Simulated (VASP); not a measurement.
# Au (Fm-3m) in VASP: further runs

Au is run at these levels: PBE; tasks: single point.

Everything below comes from runs of VASP 6.6.1. Logs are shortened: lines on timing, memory, paths and dates and some standing lists are left out, and cuts for length are marked.

**1. The cell of the first run**

The structure is cubic, space group Fm-3m (No. 225). The conventional cell has a = 4.116 Å, b = 4.116 Å, c = 4.116 Å, α = 90.00°, β = 90.00°, γ = 90.00°. Au (site symmetry m-3m) has 12 Au at 2.91 Å within 3.8 Å.

**2. Single point, PBE (equal strain along all axes, cell held: -1.0 %)**

Contents of INCAR:

```
PREC = Accurate
ENCUT = 500
EDIFF = 1E-6
ISMEAR = 0
SIGMA = 0.1
LREAL = False
LASPH = True
NELM = 120
ALGO = Normal
ISIF = 2
LWAVE = False
LCHARG = False
GGA = PE
NBANDS = 18
GGA_COMPAT = False
```

Contents of KPOINTS:

```
regular mesh
0
Gamma
  18 18 12
```

Contents of POSCAR:

```
Au
1.0
    2.0581585985      2.0581585985      0.0000000000
   -2.0581585985      2.0581585985      0.0000000000
    0.0000000000      0.0000000000      4.1163171970
Au
2
Direct
    0.0000000000      0.0000000000      0.0000000000
    0.5000000000      0.5000000000      0.5000000000
```

Potentials or basis: VASP PAW PBE potentials, release 64 (Au).

Started as:

```sh
$ cat potpaw_PBE.64/Au/POTCAR > POTCAR
$ mpirun -np 1 vasp_std > vasp.out
```

OUTCAR:

```text
PREC = Accurate
   ENCUT = 500
   EDIFF = 1E-6
   ISMEAR = 0
   LREAL = False
   LASPH = True
   NELM = 120
   ISIF = 2
   GGA = PE

 ion  position               nearest neighbor table
   1  0.000  0.000  0.000-   2 2.91   2 2.91   2 2.91   2 2.91   2 2.91   2 2.91   2 2.91   2 2.91

   2  0.500  0.500  0.500-   1 2.91   1 2.91   1 2.91   1 2.91   1 2.91   1 2.91   1 2.91   1 2.91

  LATTYP: Found a simple tetragonal cell.
 ALAT       =     2.9106758035
 C/A-ratio  =     1.4142135624

  Lattice vectors:

 A1 = (   2.0581585985,   2.0581585985,   0.0000000000)
 A2 = (  -2.0581585985,   2.0581585985,   0.0000000000)
 A3 = (   0.0000000000,   0.0000000000,   4.1163171970)

Analysis of symmetry for initial positions (statically):
=====================================================================
 Subroutine PRICEL returns following result:

  LATTYP: Found a face centered cubic cell.
 ALAT       =     4.1163171970

  Lattice vectors:

 A1 = (   0.0000000000,  -2.0581585985,  -2.0581585985)
 A2 = (   2.0581585985,   0.0000000000,  -2.0581585985)
 A3 = (   2.0581585985,  -2.0581585985,   0.0000000000)

   2 primitive cells build up your supercell.

 Routine SETGRP: Setting up the symmetry group for a
 simple tetragonal supercell.

 Subroutine GETGRP returns: Found 16 space group operations
 (whereof 16 operations were pure point group operations)
 out of a pool of 16 trial point group operations.

The static configuration has the point symmetry D_4h.

Analysis of symmetry for dynamics (positions and initial velocities):
=====================================================================
 Subroutine PRICEL returns following result:

  LATTYP: Found a face centered cubic cell.
 ALAT       =     4.1163171970

  Lattice vectors:

 A1 = (   0.0000000000,  -2.0581585985,  -2.0581585985)
 A2 = (   2.0581585985,   0.0000000000,  -2.0581585985)
 A3 = (   2.0581585985,  -2.0581585985,   0.0000000000)

   2 primitive cells build up your supercell.

 Routine SETGRP: Setting up the symmetry group for a
 simple tetragonal supercell.

 Subroutine GETGRP returns: Found 16 space group operations
 (whereof 16 operations were pure point group operations)
 out of a pool of 16 trial point group operations.

The dynamic configuration has the point symmetry D_4h.

 Subroutine INISYM returns: Found 16 space group operations
 (whereof 16 operations are pure point group operations),
 and found     2 'primitive' translations

----------------------------------------------------------------------------------------

                                     Primitive cell

  volume of cell :      17.4368

  direct lattice vectors                    reciprocal lattice vectors
     0.000000000 -2.058158598 -2.058158598    -0.242935603 -0.242935603 -0.242935603
     2.058158598  0.000000000 -2.058158598     0.242935603  0.242935603 -0.242935603
     2.058158598 -2.058158598  0.000000000     0.242935603 -0.242935603  0.242935603

  length of vectors
     2.910675804  2.910675804  2.910675804     0.420776807  0.420776807  0.420776807

  position of ions in fractional coordinates (direct lattice)
     0.000000000  0.000000000  0.000000000

  ion indices of the primitive-cell ions
   primitive index   ion index
                 1           1

----------------------------------------------------------------------------------------

 KPOINTS: regular mesh

Automatic generation of k-mesh.
 Grid dimensions read from file:
 generate k-points for:   18   18   12

 Generating k-lattice:

  Cartesian coordinates                     Fractional coordinates (reciprocal lattice)
     0.013496422  0.013496422  0.000000000     0.055555556  0.000000000  0.000000000
    -0.013496422  0.013496422  0.000000000     0.000000000  0.055555556  0.000000000
     0.000000000  0.000000000  0.020244634     0.000000000  0.000000000  0.083333333

  Length of vectors
     0.019086824  0.019086824  0.020244634

  Shift w.r.t. Gamma in fractional coordinates (k-lattice)
     0.000000000  0.000000000  0.000000000

 Subroutine IBZKPT returns following result:
 ===========================================

 Found    385 irreducible k-points:

 Following reciprocal coordinates:
            Coordinates               Weight
  0.000000  0.000000  0.000000      1.000000
  0.055556  0.000000  0.000000      4.000000
  0.111111  0.000000  0.000000      4.000000
  0.166667  0.000000  0.000000      4.000000
  0.222222  0.000000  0.000000      4.000000
  0.277778  0.000000  0.000000      4.000000
[... 16 lines left out ...]
  0.277778  0.111111  0.000000      8.000000
  0.333333  0.111111  0.000000      8.000000
 [... further k-points ...]
   k-points           NKPTS =    385   k-points in BZ     NKDIM =    385   number of bands    NBANDS=     18
   number of dos      NEDOS =    301   number of ions     NIONS =      2
   total plane-waves  NPLWV =  17280
   dimension x,y,z NGX =    24 NGY =   24 NGZ =   30
   dimension x,y,z NGXF=    48 NGYF=   48 NGZF=   60
   ions per type =               2
   NGX,Y,Z   is equivalent  to a cutoff of  13.71, 13.71, 12.12 a.u.
   NGXF,Y,Z  is equivalent  to a cutoff of  27.42, 27.42, 24.23 a.u.
 SYSTEM =  unknown system
   PREC   = accura    normal or accurate (medium, high low for compatibility)
   ISTART =      0    job   : 0-new  1-cont  2-samecut
   ICHARG =      2    charge: 1-file 2-atom 10-const
   ISPIN  =      1    spin polarized calculation?
   LNONCOLLINEAR =      F non collinear calculations
   LSORBIT =      F    spin-orbit coupling
   LASPH  =      T    aspherical Exc in radial PAW
   ENCUT  =  500.0 eV  36.75 Ry    6.06 a.u.   5.31  5.31  7.50*2*pi/ulx,y,z
   NELM   =    120;   NELMIN=  2; NELMDL= -5     # of ELM steps
   EDIFF  = 0.1E-05   stopping-criterion for ELM
   LREAL  =      F    real-space projection
   EDIFFG = 0.1E-04   stopping-criterion for IOM
   NSW    =      0    number of steps for IOM
   IBRION =     -1    ionic relax: 0-MD 1-quasi-New 2-CG
   NFREE  =      0    steps in history (QN), initial steepest desc. (CG)
   ISIF   =      2    stress and relaxation
   ISYM   =      2    0-nonsym 1-usesym 2-fastsym
   POTIM  = 0.5000    time-step for ionic-motion
   TEBEG  =    0.0;   TEEND  =   0.0 temperature during run
   PSTRESS=    0.0 pullay stress
   NELECT =      22.0000    total number of electrons
   NUPDOWN=      -1.0000    fix difference up-down
   EMIN   =  10.00;   EMAX   =-10.00  energy-range for DOS
   EFERMI =   0.00;   METHOD = LEGACY
   ISMEAR =     0;   SIGMA  =   0.10  broadening in eV -4-tet -1-fermi 0-gaus
   EFERMI_NEDOS =   21; number of points for ismear=-14 and -15
   IALGO  =     38    algorithm
   IMIX   =      4    mixing-type and parameters
     AMIX     =   0.40;   BMIX     =  1.00
     AMIX_MAG =   1.60;   BMIX_MAG =  1.00
  volume/ion in A,a.u.               =      17.44       117.67
  Fermi-wavevector in a.u.,A,eV,Ry     =   1.404053  2.653276 26.822054  1.971365
  Thomas-Fermi vector in A             =   2.526653
   LORBIT       =      0    0 simple, 1 ext, 2 COOP (PROOUT), +10 PAW based schemes
   GGA     = PE    functional components
   LHFCALC =     F    Hartree Fock is set to
   AEXX    =    0.0000 exact exchange contribution
   IVDW    =     0    specifies the selected vdW correction
   LEPSILON=     F    determine dielectric tensor
   LRPA    =     F    only Hartree local field effects (RPA)
 non-spin polarized calculation
 Gauss-broadening in eV      SIGMA  =   0.10
  energy-cutoff  :      500.00
  volume of cell :       34.87
 maximum number of plane-waves:       912
 NGX is ok and might be reduce to    24
   NGX = 11   NGY = 11   NGZ = 15

 number of electron      21.9999996 magnetization

 Free energy of the ion-electron system (eV)
  ---------------------------------------------------
  ext. energy  EPLUGINS =         0.00000000
  ---------------------------------------------------
  free energy    TOTEN  =        -6.42813241 eV

  energy without entropy =       -6.42473205  energy(sigma->0) =       -6.42643223

 E-fermi :   9.1068     XC(G=0): -12.5799

 val. band max:        9.1041890927   @ k =   0.3889   0.0556   0.4167
 cond. band min:       9.1196915844   @ k =   0.4444   0.3333   0.1667
 fundamental gap:      0.0155024916
 Fermi energy:         9.1068187120

 k-point     1 :       0.0000    0.0000    0.0000
  band No.  band energies     occupation
      1      -0.5187      2.00000
      2       2.2424      2.00000
      3       2.5458      2.00000
      4       4.5255      2.00000
      5       4.5255      2.00000
      6       4.5268      2.00000
[... 10 lines left out ...]
     17      26.0581      0.00000
     18      27.5160      0.00000

 k-point     2 :       0.0556    0.0000    0.0000
  band No.  band energies     occupation
      1      -0.4481      2.00000
      2       2.2881      2.00000
      3       2.5853      2.00000
      4       4.4993      2.00000
      5       4.5471      2.00000
      6       4.5575      2.00000
[... 10 lines left out ...]
     17      26.3344      0.00000
     18      27.0760      0.00000

 k-point     3 :       0.1111    0.0000    0.0000
  band No.  band energies     occupation
      1      -0.2392      2.00000
      2       2.4079      2.00000
      3       2.7139      2.00000
      4       4.4251      2.00000
      5       4.6112      2.00000
      6       4.6418      2.00000
[... 10 lines left out ...]
     17      26.0835      0.00000
     18      26.7882      0.00000

 k-point     4 :       0.1667    0.0000    0.0000
  band No.  band energies     occupation
      1       0.0986      2.00000
      2       2.5639      2.00000
      3       2.9467      2.00000
      4       4.3164      2.00000
      5       4.7160      2.00000
      6       4.7526      2.00000
[... 375 lines left out ...]
      4       3.9783      2.00000
      5       4.9744      2.00000
      6       5.0728      2.00000
[... 10 lines left out ...]
     17      24.5998      0.00000
     18      26.3612      0.00000

 k-point    23 :       0.2778    0.1111    0.0000
  band No.  band energies     occupation
      1       1.3239      2.00000
      2       3.1409      2.00000
      3       3.6414      2.00000
      4       3.8497      2.00000
      5       4.7609      2.00000
      6       4.8916      2.00000
[... 10 lines left out ...]
     17      23.9165      0.00000
     18      26.7329      0.00000

 k-point    24 :       0.3333    0.1111    0.0000
  band No.  band energies     occupation
      1       1.8837      2.00000
      2       3.3496      2.00000
      3       3.7490      2.00000
      4       3.8371      2.00000
      5       4.4000      2.00000
      6       4.7197      2.00000
[... 10 lines left out ...]
     17      22.8641      0.00000
     18      26.0898      0.00000

 [... further k-points ...]
[... 5 lines left out ...]
  --------------------------------------------------------------------------------------
  -------------------------------------------------------------------------------------
  Total        0.9706549      0.9706549      0.9109403      0.0000000      0.0000000     -0.0000000
  in kB       44.5942559     44.5942559     41.8508237      0.0000000      0.0000000     -0.0000000
  external PRESSURE =      43.6797785 kB  Pullay stress =       0.0000000 kB

 VOLUME and BASIS-vectors are now :
 -----------------------------------------------------------------------------
  energy-cutoff  :      500.00
  volume of cell :       34.87
      direct lattice vectors                 reciprocal lattice vectors
     2.058158598  2.058158598  0.000000000     0.242935603  0.242935603  0.000000000
    -2.058158598  2.058158598  0.000000000    -0.242935603  0.242935603  0.000000000
     0.000000000  0.000000000  4.116317197     0.000000000  0.000000000  0.242935603

 POSITION                                       TOTAL-FORCE (eV/Angst)
 -----------------------------------------------------------------------------------
      0.00000      0.00000      0.00000        -0.000000      0.000000      0.000000
      0.00000      2.05816      2.05816         0.000000     -0.000000     -0.000000
 -----------------------------------------------------------------------------------
    total drift:                               -0.000000      0.000000     -0.000000

  FREE ENERGIE OF THE ION-ELECTRON SYSTEM (eV)
  ---------------------------------------------------
  free  energy   TOTEN  =        -6.4281324096 eV

  energy  without entropy=       -6.4247320478  energy(sigma->0) =       -6.42643223
```

It took 42 s on 1 thread of Intel Xeon 6975P-C (Granite Rapids), shared host; peak memory 0.3 GiB.

What came out:

- Free energy: -6.4281 eV
- Pressure: 4.4 GPa
- Band gap on the k mesh: zero (bands 11 and 12 overlap by 7.24 eV)

Levels at points of the mesh, in eV from the Fermi level:
```
           k point  band 7  band 8  band 9  band 10  band 11  band 12  band 13  band 14  band 15  band 16
(0.00, 0.00, 0.00)   -3.13   -3.13   -2.02    -1.66    -1.66     1.08     5.58     9.93     9.93    14.54
(0.50, 0.00, 0.00)   -3.70   -3.70   -3.13    -3.13    -0.32    -0.32     8.39     8.39    10.07    10.07
(0.50, 0.50, 0.00)   -1.66   -1.66   -1.66    -1.66     1.08     1.08     5.58     5.58     9.93     9.93
(0.00, 0.00, 0.50)   -3.40   -3.40   -3.40    -3.40    -2.60    -2.60    14.60    14.60    14.60    14.60
(0.50, 0.00, 0.50)   -1.97   -1.97   -1.97    -1.97    -0.86    -0.86     2.94     2.94    13.99    13.99
(0.50, 0.50, 0.50)   -3.27   -3.27   -1.66    -1.66     4.59     4.59     6.22     6.22     6.22     6.22
```

Caveat: the cell differs from its parent crystal (equal strain along all axes, cell held: -1.0 %); the cell stands under pressure; spin-orbit coupling is left out, which moves the levels of the heavy elements.

(Continued in part 2 of 3.)

The gap in the log of VASP goes by the Fermi energy; the results here count the filled bands.